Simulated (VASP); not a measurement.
# Li3V2 (R-3m) in VASP: single point with PBE

Aim: the single point of Li3V2 with PBE.

All numbers are computed with VASP 6.6.1; they aren't measurements. Logs are shortened: lines on timing, memory, paths and dates and some standing lists are left out, and cuts for length are marked.

## (1) The cell of the first run

The structure is trigonal, space group R-3m (No. 166). The conventional cell has a = 4.247 Å, b = 4.247 Å, c = 13.515 Å, α = 90.00°, β = 90.00°, γ = 120.00°. Li (site symmetry 3m) has 7 Li at 2.57 to 3.12 Å and 7 V at 2.60 to 2.99 Å within 3.4 Å. Within 3.5 Å of Li (site symmetry -3m) lie 6 Li at 2.64 Å and 8 V at 2.69 to 3.05 Å. Within 3.4 Å of V (site symmetry 3m) lie 11 Li at 2.60 to 3.05 Å and 3 V at 2.60 Å.

## (2) Single point, PBE

Input file POSCAR:

```
Li3V2
1.0
    2.1236290000      3.6782310000      0.0000000000
   -2.1236290000      3.6782310000      0.0000000000
   -2.1236290000      1.2260740000      4.5049920000
Li V
3 2
Direct
    0.4050000000      0.1900000000      0.2150000000
    0.5950000000      0.8100000000      0.7850000000
    0.0000000000      0.0000000000      0.0000000000
    0.8013000000      0.3974000000      0.4039000000
    0.1987000000      0.6026000000      0.5961000000
```

Input file INCAR.step1:

```
ALGO = Normal
EDIFF = 1E-6
ENCUT = 520
GGA = PE
ISIF = 2
ISMEAR = -1
LASPH = True
LCHARG = True
LMAXMIX = 4
LREAL = False
LWAVE = False
NBANDS = 26
NELM = 100
PREC = Accurate
SIGMA = 0.1
```

Input file KPOINTS.step1:

```
k-points
0
Gamma
  10 10 10
```

Input file INCAR.step2:

```
ALGO = Normal
EDIFF = 1E-6
ENCUT = 520
GGA = PE
ICHARG = 11
ISIF = 2
ISMEAR = -5
LASPH = True
LCHARG = False
LMAXMIX = 4
LORBIT = 11
LREAL = False
LWAVE = False
NEDOS = 1001
NELM = 100
PREC = Accurate
SIGMA = 0.1
```

Input file KPOINTS.step2:

```
k-points
0
Gamma
  15 15 15
```

Potentials or basis: VASP PAW PBE potentials, release 64 (Li_sv, V_sv).

On the command line:

```bash
cat potpaw_PBE.64/Li_sv/POTCAR potpaw_PBE.64/V_sv/POTCAR > POTCAR
cp INCAR.step1 INCAR
cp KPOINTS.step1 KPOINTS
mpirun -np 1 vasp_std > vasp.out
cp INCAR.step2 INCAR
cp KPOINTS.step2 KPOINTS
mpirun -np 1 vasp_std > vasp.out
```

OUTCAR:

```text
EDIFF = 1E-6
   ENCUT = 520
   GGA = PE
   ICHARG = 11
   ISIF = 2
   ISMEAR = -5
   LASPH = True
   LORBIT = 11
   LREAL = False
   NELM = 100
   PREC = Accurate

 ion  position               nearest neighbor table
   1  0.405  0.190  0.215-   2 2.57   4 2.60   4 2.60   4 2.60
   2  0.595  0.810  0.785-   1 2.57   5 2.60   5 2.60   5 2.60
   3  0.000  0.000  0.000-   5 2.69   4 2.69
   4  0.801  0.397  0.404-   1 2.60   1 2.60   1 2.60   5 2.60   5 2.60   5 2.60   3 2.69
   5  0.199  0.603  0.596-   2 2.60   2 2.60   2 2.60   4 2.60   4 2.60   4 2.60   3 2.69

  LATTYP: Found a trigonal (rhomboedric) cell.
 ALAT       =     5.1291335041
 COS(alpha) =     0.6571538445

  Lattice vectors:

 A1 = (   2.1236290000,   1.2260740000,   4.5049920000)
 A2 = (  -2.1236290000,   1.2260740000,   4.5049920000)
 A3 = (   0.0000000000,  -2.4521570000,   4.5049920000)

Analysis of symmetry for initial positions (statically):
=====================================================================
 Subroutine PRICEL returns:
 Original cell was already a primitive cell.

 Routine SETGRP: Setting up the symmetry group for a
 trigonal (rhombohedral) supercell.

 Subroutine GETGRP returns: Found 12 space group operations
 (whereof 12 operations were pure point group operations)
 out of a pool of 12 trial point group operations.

The static configuration has the point symmetry D_3d.

Analysis of symmetry for dynamics (positions and initial velocities):
=====================================================================
 Subroutine PRICEL returns:
 Original cell was already a primitive cell.

 Routine SETGRP: Setting up the symmetry group for a
 trigonal (rhombohedral) supercell.

 Subroutine GETGRP returns: Found 12 space group operations
 (whereof 12 operations were pure point group operations)
 out of a pool of 12 trial point group operations.

The dynamic configuration has the point symmetry D_3d.

 Subroutine INISYM returns: Found 12 space group operations
 (whereof 12 operations are pure point group operations),
 and found     1 'primitive' translations

----------------------------------------------------------------------------------------

                                     Primitive cell

  volume of cell :      70.3788

  direct lattice vectors                    reciprocal lattice vectors
     2.123629000  3.678231000  0.000000000     0.235446022  0.135934910  0.073992083
    -2.123629000  3.678231000  0.000000000    -0.235446022  0.135934910 -0.147983894
    -2.123629000  1.226074000  4.504992000     0.000000000  0.000000000  0.221975977

  length of vectors
     4.247255987  4.247255987  5.129133504     0.281758686  0.309535720  0.221975977

  position of ions in fractional coordinates (direct lattice)
     0.405000000  0.190000000  0.215000000
     0.595000000  0.810000000  0.785000000
     0.000000000  0.000000000  0.000000000
     0.801300000  0.397400000  0.403900000
     0.198700000  0.602600000  0.596100000

  ion indices of the primitive-cell ions
   primitive index   ion index
                 1           1
                 2           2
                 3           3
                 4           4
                 5           5

----------------------------------------------------------------------------------------

 KPOINTS: k-points

Automatic generation of k-mesh.
 Grid dimensions read from file:
 generate k-points for:   15   15   15

 Generating k-lattice:

  Cartesian coordinates                     Fractional coordinates (reciprocal lattice)
     0.015696401  0.009062327  0.004932806     0.066666667 -0.000000000 -0.000000000
    -0.015696401  0.009062327 -0.009865593    -0.000000000  0.066666667 -0.000000000
     0.000000000  0.000000000  0.014798398     0.000000000  0.000000000  0.066666667

  Length of vectors
     0.018783912  0.020635715  0.014798398

  Shift w.r.t. Gamma in fractional coordinates (k-lattice)
     0.000000000  0.000000000  0.000000000

 TETIRR: Found   4998 inequivalent tetrahedra from    20250

 Subroutine IBZKPT returns following result:
 ===========================================

 Found    344 irreducible k-points:

 Following reciprocal coordinates:
            Coordinates               Weight
  0.000000  0.000000  0.000000      1.000000
  0.066667  0.000000  0.000000      6.000000
  0.133333  0.000000  0.000000      6.000000
  0.200000  0.000000  0.000000      6.000000
  0.266667  0.000000  0.000000      6.000000
  0.333333  0.000000  0.000000      6.000000
[... 16 lines left out ...]
  0.000000  0.133333  0.000000      6.000000
  0.266667  0.133333  0.000000      6.000000
 [... further k-points ...]
   k-points           NKPTS =    344   k-points in BZ     NKDIM =    344   number of bands    NBANDS=     21
   number of dos      NEDOS =   1001   number of ions     NIONS =      5
   total plane-waves  NPLWV =  40960
   dimension x,y,z NGX =    32 NGY =   32 NGZ =   40
   dimension x,y,z NGXF=    64 NGYF=   64 NGZF=   80
   ions per type =               3   2
   NGX,Y,Z   is equivalent  to a cutoff of  12.53, 12.53, 12.96 a.u.
   NGXF,Y,Z  is equivalent  to a cutoff of  25.05, 25.05, 25.93 a.u.
 SYSTEM =  unknown system
   PREC   = accura    normal or accurate (medium, high low for compatibility)
   ISTART =      0    job   : 0-new  1-cont  2-samecut
   ICHARG =     11    charge: 1-file 2-atom 10-const
   ISPIN  =      1    spin polarized calculation?
   LNONCOLLINEAR =      F non collinear calculations
   LSORBIT =      F    spin-orbit coupling
   LASPH  =      T    aspherical Exc in radial PAW
   ENCUT  =  520.0 eV  38.22 Ry    6.18 a.u.   7.90  7.90  9.54*2*pi/ulx,y,z
   NELM   =    100;   NELMIN=  2; NELMDL=  0     # of ELM steps
   EDIFF  = 0.1E-05   stopping-criterion for ELM
   LREAL  =      F    real-space projection
   EDIFFG = 0.1E-04   stopping-criterion for IOM
   NSW    =      0    number of steps for IOM
   IBRION =     -1    ionic relax: 0-MD 1-quasi-New 2-CG
   NFREE  =      0    steps in history (QN), initial steepest desc. (CG)
   ISIF   =      2    stress and relaxation
   ISYM   =      2    0-nonsym 1-usesym 2-fastsym
   POTIM  = 0.5000    time-step for ionic-motion
   TEBEG  =    0.0;   TEEND  =   0.0 temperature during run
   PSTRESS=    0.0 pullay stress
   NELECT =      35.0000    total number of electrons
   NUPDOWN=      -1.0000    fix difference up-down
   EMIN   =  10.00;   EMAX   =-10.00  energy-range for DOS
   EFERMI =   0.00;   METHOD = LEGACY
   ISMEAR =    -5;   SIGMA  =   0.10  broadening in eV -4-tet -1-fermi 0-gaus
   EFERMI_NEDOS =   21; number of points for ismear=-14 and -15
   IALGO  =     38    algorithm
   IMIX   =      4    mixing-type and parameters
     AMIX     =   0.40;   BMIX     =  1.00
     AMIX_MAG =   1.60;   BMIX_MAG =  1.00
  volume/ion in A,a.u.               =      14.08        94.99
  Fermi-wavevector in a.u.,A,eV,Ry     =   1.297031  2.451033 22.888930  1.682289
  Thomas-Fermi vector in A             =   2.428449
   LORBIT       =     11    0 simple, 1 ext, 2 COOP (PROOUT), +10 PAW based schemes
   GGA     = PE    functional components
   LHFCALC =     F    Hartree Fock is set to
   AEXX    =    0.0000 exact exchange contribution
   IVDW    =     0    specifies the selected vdW correction
   LEPSILON=     F    determine dielectric tensor
   LRPA    =     F    only Hartree local field effects (RPA)
 non-spin polarized calculation
 Fermi weights with tetrahedron method with Bloechl corrections
  energy-cutoff  :      520.00
  volume of cell :       70.38
 maximum number of plane-waves:      1919

 number of electron      34.9999991 magnetization

 Free energy of the ion-electron system (eV)
  ---------------------------------------------------
  ext. energy  EPLUGINS =         0.00000000
  ---------------------------------------------------
  free energy    TOTEN  =       -20.33717513 eV

  energy without entropy =      -20.33717513  energy(sigma->0) =      -20.33717513

 E-fermi :   4.4479     XC(G=0):  -9.9627

 val. band max:        4.4691623789   @ k =  -0.0000  -0.3333   0.2000
 cond. band min:       4.4341342150   @ k =  -0.2000  -0.4000   0.1333
 fundamental gap:     -0.0350281639
 Fermi energy:         4.4479275199

 k-point     1 :       0.0000    0.0000    0.0000
  band No.  band energies     occupation
      1     -59.3185      2.00000
      2     -59.1970      2.00000
      3     -40.5363      2.00000
      4     -40.5038      2.00000
      5     -40.2307      2.00000
      6     -33.2519      2.00000
[... 13 lines left out ...]
     20       5.7042      0.00000
     21       6.3143      0.00000

 k-point     2 :       0.0667    0.0000    0.0000
  band No.  band energies     occupation
      1     -59.3173      2.00000
      2     -59.1981      2.00000
      3     -40.5361      2.00000
      4     -40.5039      2.00000
      5     -40.2308      2.00000
      6     -33.2557      2.00000
[... 13 lines left out ...]
     20       5.6413      0.00000
     21       6.3547      0.00000

 k-point     3 :       0.1333    0.0000    0.0000
  band No.  band energies     occupation
      1     -59.3139      2.00000
      2     -59.2016      2.00000
      3     -40.5354      2.00000
      4     -40.5042      2.00000
      5     -40.2312      2.00000
      6     -33.2638      2.00000
[... 13 lines left out ...]
     20       5.4807      0.00000
     21       6.3430      0.00000
[... 457 lines left out ...]
 k-point    23 :       0.0000    0.1333    0.0000
  band No.  band energies     occupation
      1     -59.3139      2.00000
      2     -59.2016      2.00000
      3     -40.5350      2.00000
      4     -40.5046      2.00000
      5     -40.2312      2.00000
      6     -33.2637      2.00000
[... 13 lines left out ...]
     20       5.6102      0.00000
     21       6.2465      0.00000

 k-point    24 :       0.2667    0.1333    0.0000
  band No.  band energies     occupation
      1     -59.3051      2.00000
      2     -59.2104      2.00000
      3     -40.5342      2.00000
      4     -40.5047      2.00000
      5     -40.2320      2.00000
      6     -33.2737      2.00000
[... 13 lines left out ...]
     20       5.3303      0.00000
     21       6.4203      0.00000

 [... further k-points ...]

------------------------ aborting loop because EDIFF is reached ----------------------------------------

  FORCE on cell =-STRESS in cart. coord.  units (eV):
  Direction    XX          YY          ZZ          XY          YZ          ZX
  --------------------------------------------------------------------------------------
  -------------------------------------------------------------------------------------
  Total       -0.2206350     -0.2206347      2.7338242      0.0000000     -0.0000018      0.0000000
  in kB       -5.0227695     -5.0227631     62.2356888      0.0000000     -0.0000414      0.0000000
  external PRESSURE =      17.3967188 kB  Pullay stress =       0.0000000 kB

 VOLUME and BASIS-vectors are now :
 -----------------------------------------------------------------------------
  energy-cutoff  :      520.00
  volume of cell :       70.38
      direct lattice vectors                 reciprocal lattice vectors
     2.123629000  3.678231000  0.000000000     0.235446022  0.135934910  0.073992083
    -2.123629000  3.678231000  0.000000000    -0.235446022  0.135934910 -0.147983894
    -2.123629000  1.226074000  4.504992000     0.000000000  0.000000000  0.221975977

 POSITION                                       TOTAL-FORCE (eV/Angst)
 -----------------------------------------------------------------------------------
      0.00000      2.45215      0.96857        -0.000000     -0.000000      0.022440
     -2.12363      6.13038      3.53642         0.000000      0.000000     -0.022440
      0.00000      0.00000      0.00000         0.000000      0.000000      0.000000
      0.00000      4.90431      1.81957         0.000000     -0.000000      0.200335
     -2.12363      3.67823      2.68543        -0.000000      0.000000     -0.200335
 -----------------------------------------------------------------------------------
    total drift:                                0.000000     -0.000000     -0.000000

  FREE ENERGIE OF THE ION-ELECTRON SYSTEM (eV)
  ---------------------------------------------------
  free  energy   TOTEN  =       -20.3371751253 eV

  energy  without entropy=      -20.3371751253  energy(sigma->0) =      -20.33717513

 total charge

# of ion       s       p       d       tot
------------------------------------------
    1        2.055   0.085   0.000   2.140
    2        2.055   0.085   0.000   2.140
    3        2.048   0.082   0.000   2.130
    4        2.340   6.101   3.038  11.478
    5        2.340   6.101   3.038  11.478
--------------------------------------------------
tot         10.837  12.454   6.076  29.367
```

Wall time 6.9 min (1 thread of Intel Xeon Platinum 8259CL at 2.50GHz (Skylake/Cascade Lake), shared host); peak memory 0.51 GiB.

What came out:

```
Valence electrons inside the program's atomic spheres : Li 2.14, 2.13 (each value once); V 11.48
```

Caveat: the cutoff is under 1.25 times the usual one of these potentials, so pressure, stress and relaxed cells hold a basis-set (Pulay) error.
